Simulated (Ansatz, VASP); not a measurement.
One calculation of CaBeB4, two programs

```
Ca Be B
1.0
    -3.41300    3.41300    2.98461
     3.41300   -3.41300    2.98461
     3.41300    3.41300   -2.98461
Ca Be B
2 2 8
Cartesian
  0.0000 0.0000 0.0000
  0.0000 3.4130 1.4923
  0.0000 0.0000 2.9846
  3.4130 0.0000 1.4923
  0.0000 1.1604 2.0295
  2.2526 0.0000 0.5372
  3.4130 2.2526 -0.9551
  4.5734 0.0000 0.5372
  3.4130 -1.1604 2.4474
  2.2526 3.4130 0.9551
  3.4130 1.1604 2.4474
  1.1604 0.0000 3.9397
```

Alike in both runs: task single point; functional r2SCAN; k mesh 8 × 8 × 8; no spin polarisation.

|  | VASP | Ansatz |
| --- | --- | --- |
| version | VASP 6.6.1 | Ansatz 0.2.0 |
| potentials or method | VASP PAW PBE potentials, release 64 (Ca_sv, Be, B), cutoff 520 eV | PAW plane waves |
| occupations | fermi-dirac, width 0.1 eV | fermi-dirac |
| valence electrons in the cell | 48 | 48 |

|  | VASP | Ansatz | Ansatz less VASP |
| --- | --- | --- | --- |
| rms of the force components (eV/Å) | 1.787 | 1.804 | +0.0178 |

VASP's potentials were made for PBE, not for r2SCAN. Atom by atom the forces differ by 0.020 eV/Å (rms over components).
